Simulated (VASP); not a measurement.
Input of a VASP 6.6.1 run:

The input INCAR:

```
PREC = Accurate ; ENCUT = 520
EDIFF = 1E-6 ; ISMEAR = 0
SIGMA = 0.05 ; LREAL = Auto
LASPH = T ; NELM = 80
ALGO = Normal ; ISIF = 2
LWAVE = F ; LCHARG = F
GGA = PE ; NELECT = 64.0
NBANDS = 46
```

Contents of KPOINTS:

```
regular mesh
0
Gamma
  3 3 3
```

Contents of POSCAR:

```
HC16
1.0
    0.0000000000      3.5700000000      3.5700000000
    3.5700000000      0.0000000000      3.5700000000
    3.5700000000      3.5700000000      0.0000000000
C H
16 1
Direct
   -0.0037876184     -0.0214646043      0.0333337081
    0.1317983159      0.1151756072      0.1402661671
    0.0071036521     -0.0153580023      0.5098330252
    0.1393558074      0.1274688225      0.5981504485
    0.0061618663      0.4895410805      0.0060574936
    0.1330341992      0.6126730249      0.1300175005
    0.0070715752      0.4932545554      0.5016828957
    0.1349882418      0.6111907105      0.6314277243
    0.5098152225     -0.0109352438      0.0041737972
    0.6327816312      0.1212695845      0.1216248422
    0.5187921044     -0.0093376955      0.4912074285
    0.6344819042      0.1167436136      0.6274331545
    0.5085867514      0.4946547644      0.0002620467
    0.6330159319      0.6155511278      0.1287653137
    0.5088401561      0.4903002395      0.5026896708
    0.6331343184      0.6163209552      0.6255291857
    0.2211665304      1.0523280299     -0.1844190924
```

Potentials or basis: VASP PAW PBE potentials, release 64 (C, H).

Launch:

```bash
$ cat potpaw_PBE.64/C/POTCAR potpaw_PBE.64/H/POTCAR > POTCAR
$ mpirun -np 1 vasp_std > vasp.out
```

(1) Predict the largest force.

Answers

(1) 0.038 eV/Å.

Caveat: the k points lie up to 0.51 Å⁻¹ apart; the cell carries a net charge on a neutralising background, which shifts energy and pressure.
